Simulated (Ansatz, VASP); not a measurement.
**TiSi2: VASP beside Ansatz**

```
Ti Si
1.0
     0.00000    4.09106    4.24805
     2.38088    0.00000    4.24805
     2.38088    4.09106    0.00000
Ti Si
2 4
Direct
  0.74685 0.75315 0.75315
  0.50315 0.49685 0.49685
  0.08528 0.41660 0.08705
  0.41107 0.08705 0.41660
  0.16472 0.83340 0.16295
  0.83893 0.16295 0.83340
```

Change from the starting cell: mode 9 (265.9 1/cm) frozen in, largest displacement +0.015 Å.

Alike in both runs: task single point; functional PBEsol; k mesh 14 × 14 × 14; occupations gaussian, width 0.15 eV; no spin polarisation.

```csv
,VASP,Ansatz
version,VASP 6.6.1,Ansatz 0.2.0
potentials or method,"VASP PAW PBE potentials, release 64 (Ti_sv, Si), cutoff 520 eV","scalar-relativistic, plane waves, PAW"
valence electrons in the cell,40,40
```

```csv
,VASP,Ansatz,Ansatz less VASP
gap on the k mesh at the Fermi level (eV),none,none,-
pressure (GPa),0.2,0.0,-0.13
"traceless stress, the component that is largest in VASP (GPa)",0.42,0.42,-0.002
rms of the force components (eV/Å),0.074,0.074,-0.0001
```

VASP's potentials were made for PBE, not for PBEsol. Atom by atom the forces differ by 0.000 eV/Å (rms over components). A gap of «none» marks a metal or a gap that the smearing closes. With one functional, cell and mesh, what is left measures potentials, basis and numerics.
